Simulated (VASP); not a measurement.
Input of a VASP 6.6.1 run:

The input POSCAR:

```
GaN
1.0
    0.0000000000      2.2039734903      2.2039734903
    2.2039734903      0.0000000000      2.2039734903
    2.2039734903      2.2039734903      0.0000000000
Ga N
1 1
Direct
    0.0000000000      0.0000000000      0.0000000000
    0.2500000000      0.2500000000      0.2500000000
```

The input INCAR.step1:

```
  ALGO = Normal
  EDIFF = 1E-4
  ENCUT = 520
  GGA = PE
  GGA_COMPAT = False
  ISMEAR = 0
  LASPH = True
  LCHARG = False
  LNONCOLLINEAR = True
  LREAL = False
  LSORBIT = True
  LWAVE = True
  MAGMOM = 0 0 0 0 0 0
  NBANDS = 30
  NELM = 150
  PREC = Accurate
  SIGMA = 0.01
```

File INCAR.step2:

```
  ALGO = Normal
  EDIFF = 1E-6
  ENCUT = 520
  GGA_COMPAT = False
  ISIF = 2
  ISMEAR = 0
  ISTART = 1
  LASPH = True
  LCHARG = True
  LMIXTAU = True
  LNONCOLLINEAR = True
  LORBIT = 11
  LORBMOM = True
  LREAL = False
  LSORBIT = True
  LVHAR = True
  LWAVE = False
  MAGMOM = 0 0 0 0 0 0
  METAGGA = R2SCAN
  NBANDS = 30
  NELM = 150
  PREC = Accurate
  SIGMA = 0.01
```

File KPOINTS:

```
k-points
0
Gamma
  10 10 10
```

Potentials or basis: VASP PAW PBE potentials, release 64 (Ga_d, N).

Run with:

```console
$ cat potpaw_PBE.64/Ga_d/POTCAR potpaw_PBE.64/N/POTCAR > POTCAR
$ cp INCAR.step1 INCAR
$ mpirun -np 1 vasp_ncl > vasp.out
$ cp INCAR.step2 INCAR
$ mpirun -np 1 vasp_ncl > vasp.out
```

Q: Predict the net moment.

A: 0.00 μB per cell.

Q: Predict the pressure.

A: 14.9 GPa.

Moments on the atoms (μB; x, y, z):
```
Ga  0.00 0.00 0.00
N   0.00 0.00 0.00
```

Caveat: the cell differs from its parent crystal (strain -2.0%); the cell stands under pressure; the structure was generated, so it needn't be the stable form of GaN; the PAW data sets were made with another functional, which shifts forces and pressure a little.
